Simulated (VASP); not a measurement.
Set up this calculation in VASP 6.6.1, as the native input.

```
Task                   : relaxation of cell and atoms
Functional             : PBE
Potentials or basis    : VASP PAW PBE potentials, release 64 (Mg, S, I)
Cutoff                 : 600 eV
k mesh                 : 4 × 4 × 4
Occupations            : gaussian, width 0.1 eV
Spin                   : no spin polarisation
Dipole correction      : no
Further INCAR settings : ALGO = Normal; EDIFF = 1e-06; IBRION = 2; EDIFFG = -0.04; NSW = 90; ISIF = 3
```

The structure of MgSI lies in POSCAR:

```
MgSI
1.0
    4.3645922700      0.0000000000      0.0000000000
    0.0000000000      4.3645922700      0.0000000000
    0.0000000000      0.0000000000      4.4272009300
Mg S I
1 1 1
Direct
    0.0000000000      0.0000000000      0.0000000000
    0.5000000000      0.5000000000      0.0000000000
    0.5000000000      0.5000000000      0.5000000000
```

One way to write it, as run:

INCAR

```
SYSTEM = MgSI
PREC = Accurate
ENCUT = 600
EDIFF = 1E-6
ISMEAR = 0
SIGMA = 0.1
LREAL = .FALSE.
LASPH = .TRUE.
NELM = 100
ALGO = Normal
ISIF = 3
LWAVE = .FALSE.
LCHARG = .FALSE.
GGA = PE
IBRION = 2
NSW = 90
EDIFFG = -0.04
```

KPOINTS

```
regular mesh
0
G
  4 4 4
  0 0 0
```

Potentials or basis: VASP PAW PBE potentials, release 64 (Mg, S, I).

Command:

```bash
$ cat potpaw_PBE.64/Mg/POTCAR potpaw_PBE.64/S/POTCAR potpaw_PBE.64/I/POTCAR > POTCAR
$ mpirun -np 1 vasp_std > vasp.out
```

It gave:

```
Relaxed volume                         : 32.72 Å³/atom
Relaxed cell                           : a = 3.430 Å, b = 3.430 Å, c = 8.344 Å, α = 90.00°, β = 90.00°, γ = 90.00°
Space group after relaxing (to 0.05 Å) : P4/mmm (No. 123)
Energy gained by relaxing              : 1677.1 meV/atom
Ionic steps                            : 19
Pressure after relaxing                : 0.0 GPa
```

Caveat: the volume moved by over 15 % at a fixed basis, so the end points are rough; this functional lacks dispersion, which binds the layers, so the pressure and a relaxed spacing across them are unreliable; an odd number of electrons without spin polarisation forces a metal; a magnetic or distorted state may lie lower.

It took 6.6 min on 1 thread of AMD EPYC 7R13, with other jobs on the host, peak memory 0.21 GiB.
